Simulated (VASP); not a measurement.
Here is a VASP 6.6.1 calculation.

The input INCAR:

```
PREC     = Accurate       # precision mode
ENCUT    = 600            # plane-wave cutoff, eV
EDIFF    = 1E-8           # SCF threshold, eV
ISMEAR   = -1             # smearing method
SIGMA    = 0.05           # smearing width, eV
LREAL    = False          # projectors in reciprocal space
LASPH    = True           # aspherical terms in the spheres
NELM     = 80             # most SCF steps
ALGO     = Normal         # electronic algorithm
ISIF     = 3              # what is computed and relaxed
LWAVE    = False          # write WAVECAR
LCHARG   = True           # write CHGCAR
GGA      = PS             # functional
NBANDS   = 11             # bands
IBRION   = 6              # ionic algorithm
NFREE    = 2            
POTIM    = 0.015          # step
NSW      = 1              # ionic steps
```

KPOINTS

```
Automatic mesh
0
Gamma
  7 7 6
```

Contents of POSCAR:

```
MgB2
1.0
    3.0850000000      0.0000000000      0.0000000000
   -1.5425000000      2.6716883707      0.0000000000
    0.0000000000      0.0000000000      3.5230000000
Mg B
1 2
Direct
    0.0000000000      0.0000000000      0.0000000000
    0.6666666667      0.3333333333      0.5000000000
    0.3333333333      0.6666666667      0.5000000000
```

Potentials or basis: VASP PAW PBE potentials, release 64 (Mg, B).

Run with:

```sh
$ cat potpaw_PBE.64/Mg/POTCAR potpaw_PBE.64/B/POTCAR > POTCAR
$ mpirun -np 1 vasp_std > vasp.out
```

**Question.** What does it give for the Voigt bulk modulus?

**Answer.** 149 GPa.

**Question.** Estimate the highest phonon frequency at Γ.

**Answer.** 677 cm⁻¹.

Clamped-ion elastic tensor (GPa):
```
412  53  38   0   0   0
 53 412  38   0   0   0
 38  38 254   0   0   0
  0   0   0  74   0   0
  0   0   0   0  74   0
  0   0   0   0   0 179
```

Caveat: the cell is under stress, which shifts elastic constants; the PAW data sets were made with another functional, which shifts forces and pressure a little.
